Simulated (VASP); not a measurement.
## Lu: single point with PBE

Lu:

```
CELL_PARAMETERS angstrom
0.00000 3.57311 3.57311
3.57311 0.00000 3.57311
3.57311 3.57311 0.00000
ATOMIC_POSITIONS crystal
Lu 0.87500 0.87500 0.87500
Lu 0.12500 0.12500 0.12500
```

This isn't the form of Lu at room conditions, which is hcp.

```yaml
Program: VASP 6.6.1
Task: single point
Functional: PBE
Potentials_or_basis: VASP PAW PBE potentials, release 64 (Lu)
Cutoff: 520 eV
k_mesh: 10 × 10 × 10
Occupations: fermi-dirac, width 0.08 eV
Spin: no spin polarisation
Dipole_correction: no
Further_INCAR_settings: ALGO = Normal; EDIFF = 1e-06; NBANDS = 32
```

| Quantity | Value |
| --- | --- |
| Pressure | 1.4 GPa |
| Band gap on the k mesh | zero (bands 25 and 26 overlap by 1.34 eV) |

Levels at points of the mesh, in eV from the Fermi level:
```csv
k point,band 23,band 24,band 25,band 26,band 27,band 28
"(0.00, 0.00, 0.00)",-4.58,0.34,0.34,0.54,0.54,0.54
"(0.50, 0.00, 0.00)",-2.85,-0.92,0.26,0.26,0.31,0.74
"(0.50, 0.50, 0.00)",-1.38,-1.38,-0.64,-0.64,0.90,0.90
```

Run time: 69 s on 1 thread of Intel(R) Xeon(R) 6975P-C (Granite Rapids) (shared host), peak memory 0.3 GiB.

Caveat: spin-orbit coupling is left out, which moves the levels of the heavy elements.
